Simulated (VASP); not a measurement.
Here is a VASP 6.6.1 calculation.

File INCAR:

```
SYSTEM = Ga2GeO3
PREC = Accurate ; ENCUT = 520
EDIFF = 1E-6 ; ISMEAR = 0
SIGMA = 0.1 ; LREAL = .FALSE.
LASPH = .TRUE. ; NELM = 80
ALGO = Normal ; ISIF = 2
LWAVE = .FALSE. ; LCHARG = .FALSE.
GGA = PE ; NBANDS = 38
```

File KPOINTS:

```
regular mesh
0
G
  4 4 6
  0 0 0
```

POSCAR

```
Ga2GeO3
1.0
    2.1993536250     -4.4935037988      0.0000000000
    2.1993536250      4.4935037988      0.0000000000
    0.0000000000      0.0000000000      4.3761046592
Ga Ge O
2 1 3
Direct
    0.6309074341      0.3690925659      0.5000000000
    0.3690925659      0.6309074341      0.5000000000
    0.0000000000      0.0000000000      0.0000000000
    0.1608695269      0.8391304731      0.5000000000
    0.8391304731      0.1608695269      0.5000000000
    0.5000000000      0.5000000000      0.0000000000
```

Potentials or basis: VASP PAW PBE potentials, release 64 (Ga_d, Ge_d, O).

Run with:

```bash
$ cat potpaw_PBE.64/Ga_d/POTCAR potpaw_PBE.64/Ge_d/POTCAR potpaw_PBE.64/O/POTCAR > POTCAR
$ mpirun -np 1 vasp_std > vasp.out
```

Problem. Estimate the band gap on the k mesh.

Solution. Zero (band 29 reaches 5.43 eV, above the bottom of band 30 at 5.00 eV).

Problem. Predict the pressure.

Solution. 0.1 GPa.

Problem. Predict the largest force.

Solution. 0.048 eV/Å.

Stress tensor (GPa, compression positive):
```
0.14 0.00 0.00
0.00 0.21 0.00
0.00 0.00 0.10
```

Caveat: the k points lie up to 0.40 Å⁻¹ apart.
